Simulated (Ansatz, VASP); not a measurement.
# KI: VASP beside Ansatz

```
CELL_PARAMETERS angstrom
5.01150 0.00000 0.00000
-2.50575 4.34009 0.00000
0.00000 0.00000 21.40508
ATOMIC_POSITIONS crystal
K 0.00000 0.00000 0.00368
K 0.33333 0.66667 0.20000
K 0.66667 0.33333 0.39632
K 0.00000 0.00000 0.59722
K 0.66667 0.33333 0.80278
I 0.66667 0.33333 0.10184
I 0.00000 0.00000 0.29816
I 0.33333 0.66667 0.49476
I 0.33333 0.66667 0.70000
I 0.33333 0.66667 0.90524
```

Alike in both runs: functional PBE; k mesh 6 × 6 × 2; occupations gaussian, width 0.02 eV; no spin polarisation.

Ansatz relaxed the structure, and its values are those at the end. VASP's run is a single point on that final structure, the one shown.

|  | VASP | Ansatz |
| --- | --- | --- |
| version | VASP 6.6.1 | Ansatz 0.2.0 |
| potentials or method | VASP PAW PBE potentials, release 64 (K_sv, I), cutoff 520 eV | scalar-relativistic, plane waves, PAW |
| valence electrons in the cell | 80 | 130 |

|  | VASP | Ansatz | Ansatz less VASP |
| --- | --- | --- | --- |
| gap on the k mesh at the Fermi level (eV) | 3.69 | 3.69 | +0.003 |
| least direct gap on the mesh (eV) | 3.69 | 3.69 | +0.003 |
| pressure (GPa) | 0.0 | 0.0 | -0.02 |

VASP's potentials hold 80 valence electrons a cell and Ansatz's 130, so a difference there can come from the potentials and not from the codes.

Spin-orbit coupling is off throughout.
